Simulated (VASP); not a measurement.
Crystal: NaCl.

```
Na Cl
1.0
     0.00000    2.84758    2.84758
     2.84758    0.00000    2.84758
     2.84758    2.84758    0.00000
Na Cl
1 1
Direct
  0.00000 0.00000 0.00000
  0.50000 0.50000 0.50000
```

```yaml
Program: VASP 6.6.1
Task: relaxation of cell and atoms
Functional: LDA
Potentials_or_basis: VASP PAW LDA potentials, release 64 (Na_pv, Cl)
Cutoff: 600 eV
k_mesh: 8 × 8 × 8
Occupations: fermi-dirac, width 0.02 eV
Spin: no spin polarisation
```

At the start: pressure -3.0 GPa; volume 23.09 Å³/atom.

Question: Where does the relaxation end?

Answer: Over 13 steps the energy falls by 27.9 meV/atom and the volume is 20.44 Å³/atom (-11.5 %); space group Fm-3m (No. 225, to 0.05 Å).

The path:
| step | energy change (eV) | largest force (eV/Å) | pressure (GPa) | volume (Å³) |
| --- | --- | --- | --- | --- |
| 1 | 0.0000 | 0.0000 | -2.95 | 46.18 |
| 2 | -0.0412 | 0.0000 | -1.82 | 43.39 |
| 3 | -0.0491 | 0.0000 | 1.19 | 39.24 |
| 4 | -0.0557 | 0.0000 | 0.12 | 40.75 |
| 5 | -0.0557 | 0.0000 | -0.11 | 40.92 |
| 6 | -0.0557 | 0.0000 | -0.11 | 40.92 |
| 7 | -0.0557 | 0.0000 | -0.06 | 40.91 |
| 8 | -0.0557 | 0.0000 | -0.07 | 40.91 |
| 9 | -0.0557 | 0.0000 | -0.08 | 40.91 |
| 10 | -0.0557 | 0.0000 | -0.08 | 40.91 |
| 11 | -0.0557 | 0.0000 | -0.10 | 40.90 |
| 12 | -0.0557 | 0.0000 | -0.05 | 40.89 |
| 13 | -0.0557 | 0.0000 | -0.03 | 40.88 |

Final structure:
```
Na Cl
1.0
     0.00000    2.73407    2.73407
     2.73407    0.00000    2.73407
     2.73407    2.73407    0.00000
Na Cl
1 1
Direct
  0.00000 0.00000 0.00000
  0.50000 0.50000 0.50000
```
